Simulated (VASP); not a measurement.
Here is a VASP 6.6.1 calculation.

INCAR

```
PREC     = Accurate       # precision mode
ENCUT    = 520            # plane-wave cutoff, eV
EDIFF    = 1E-7           # SCF threshold, eV
ISMEAR   = 0              # smearing method
SIGMA    = 0.15           # smearing width, eV
LREAL    = F              # projectors in reciprocal space
LASPH    = T              # aspherical terms in the spheres
NELM     = 80             # most SCF steps
ALGO     = Fast           # electronic algorithm
ISIF     = 2              # what is computed and relaxed
LWAVE    = F              # write WAVECAR
LCHARG   = F              # write CHGCAR
GGA      = PE             # functional
NBANDS   = 10             # bands
```

KPOINTS

```
Automatic mesh
0
Gamma
  12 12 12
```

Contents of POSCAR:

```
Cs
1.0
   -3.0678375000      3.0225000000      3.0678375000
    2.9771625000     -3.0225000000      2.9771625000
    3.0678375000      3.0225000000     -3.0678375000
Cs
1
Direct
    0.0000000000      0.0000000000      0.0000000000
```

Potentials or basis: VASP PAW PBE potentials, release 64 (Cs_sv).

Launch:

```bash
$ cat potpaw_PBE.64/Cs_sv/POTCAR > POTCAR
$ mpirun -np 1 vasp_std > vasp.out
```

Problem. Predict the band gap on the k mesh.

Solution. Zero (an odd number of electrons rules out a gap without spin polarisation).

Problem. Predict the pressure.

Solution. 0.1 GPa.

Caveat: the cell differs from its parent crystal (strain -0.0300 x Voigt [0, 0, 0, 0, 1, 0]); spin-orbit coupling is left out, which moves the levels of the heavy elements.
